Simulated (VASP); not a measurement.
A run of VASP 6.6.1:

Contents of INCAR:

```
  PREC = Accurate
  ENCUT = 600
  EDIFF = 1E-6
  ISMEAR = 0
  SIGMA = 0.1
  LREAL = False
  LASPH = True
  NELM = 120
  ALGO = Normal
  ISIF = 2
  LWAVE = False
  LCHARG = False
  GGA = PE
  NBANDS = 30
  GGA_COMPAT = False
```

File KPOINTS:

```
Automatic mesh
0
Gamma
  10 10 10
```

Contents of POSCAR:

```
Mg3NiS4
1.0
   -2.5662075938      2.5662075938      5.0734872000
    2.5662075938     -2.5662075938      5.0734872000
    2.5662075938      2.5662075938     -5.0734872000
Mg Ni S
3 1 4
Direct
    0.7500000000      0.2500000000      0.5000000000
    0.2500000000      0.7500000000      0.5000000000
    0.5000000000      0.5000000000      0.0000000000
    0.0000000000      0.0000000000      0.0000000000
    0.5000000000      0.0000000000      0.5000000000
    0.0000000000      0.5000000000      0.5000000000
    0.2304400497      0.2304400497      0.0000000000
    0.7695599503      0.7695599503      0.0000000000
```

Potentials or basis: VASP PAW PBE potentials, release 64 (Mg, Ni, S).

Launch:

```bash
$ cat potpaw_PBE.64/Mg/POTCAR potpaw_PBE.64/Ni/POTCAR potpaw_PBE.64/S/POTCAR > POTCAR
$ mpirun -np 1 vasp_std > vasp.out
```

Hardware: 1 thread of Intel Xeon 8259CL (shared host).

Q: Estimate the wall time of this run.

A: Wall time 16 min on 1 thread of Intel Xeon 8259CL, with other jobs on the host, peak memory 0.67 GiB. Counts: scf iterations 15, k points 102.
